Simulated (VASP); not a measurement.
Input of a VASP 6.6.1 run:

File INCAR:

```
PREC = Accurate ; ENCUT = 520
EDIFF = 1E-6 ; ISMEAR = 0
SIGMA = 0.1 ; LREAL = F
LASPH = T ; NELM = 100
ALGO = Normal ; ISIF = 2
LWAVE = F ; LCHARG = F
GGA = PE ; NBANDS = 24
```

Contents of KPOINTS:

```
regular mesh
0
Gamma
  12 12 12
```

File POSCAR:

```
Zr2B3
1.0
    1.7268082892      0.9969732306      6.2919739454
   -1.7268082892      0.9969732306      6.2919739454
    0.0000000000     -1.9939464612      6.2919739454
Zr B
2 3
Direct
    0.3993760902      0.3993760902      0.3993760902
    0.6006239098      0.6006239098      0.6006239098
    0.0000000000      0.5000000000      0.0000000000
    0.0000000000      0.0000000000      0.5000000000
    0.5000000000      0.0000000000      0.0000000000
```

Potentials or basis: VASP PAW PBE potentials, release 64 (Zr_sv, B).

Command:

```bash
$ cat potpaw_PBE.64/Zr_sv/POTCAR potpaw_PBE.64/B/POTCAR > POTCAR
$ mpirun -np 1 vasp_std > vasp.out
```

Predict the largest force.

0.012 eV/Å.

What does it give for the pressure?

0.0 GPa.

Predict the band gap on the k mesh.

zero (an odd number of electrons rules out a gap without spin polarisation).

Forces in eV/Å, atoms in the order of the input:
```
Zr   0.000  0.000 -0.012
Zr   0.000  0.000  0.012
B    0.000  0.000  0.000
B    0.000  0.000  0.000
B    0.000  0.000  0.000
```
